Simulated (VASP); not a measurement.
Crystal: TaN (lda).

```xyz
6
Lattice="5.1481 0.0000 0.0000 -2.5741 4.4584 0.0000 0.0000 0.0000 2.8757" Properties=species:S:1:pos:R:3 pbc="T T T"
Ta    0.0000    0.0000    0.0000
Ta    0.0000    2.9723    1.4378
Ta    2.5741    1.4861    1.4378
N     2.0257    0.0000    0.0000
N     1.5612    2.7041    0.0000
N    -1.0128    1.7543    0.0000
```

Base run:

```yaml
Program: VASP 6.6.1
Functional: LDA
Potentials_or_basis: VASP PAW LDA potentials, release 64 (Ta_sv_GW, N)
Cutoff: 600 eV
k_mesh: 9 × 9 × 12
Occupations: gaussian, width 0.1 eV
Spin: no spin polarisation
```

Its results: band gap on the k mesh zero (band 27 reaches 14.42 eV, above the bottom of band 28 at 11.15 eV); pressure 1.2 GPa; largest force 0.010 eV/Å.

Task: The run is repeated on the same cell with these changes: potentials or basis from VASP PAW LDA potentials, release 64 (Ta_sv_GW, N) to VASP PAW LDA potentials, release 64 (Ta_pv, N); cutoff from 600 eV to 520 eV; further incar settings from ALGO = Normal; EDIFF = 1e-06; NBANDS = 36 to ALGO = Normal; EDIFF = 1e-06; NBANDS = 33; valence electrons from 54 to 48. What comes out?

Result: Band gap on the k mesh zero (band 24 reaches 10.48 eV, above the bottom of band 25 at 7.21 eV); pressure 1.9 GPa; largest force 0.013 eV/Å.

Caveats: spin-orbit coupling is left out, which moves the levels of the heavy elements.
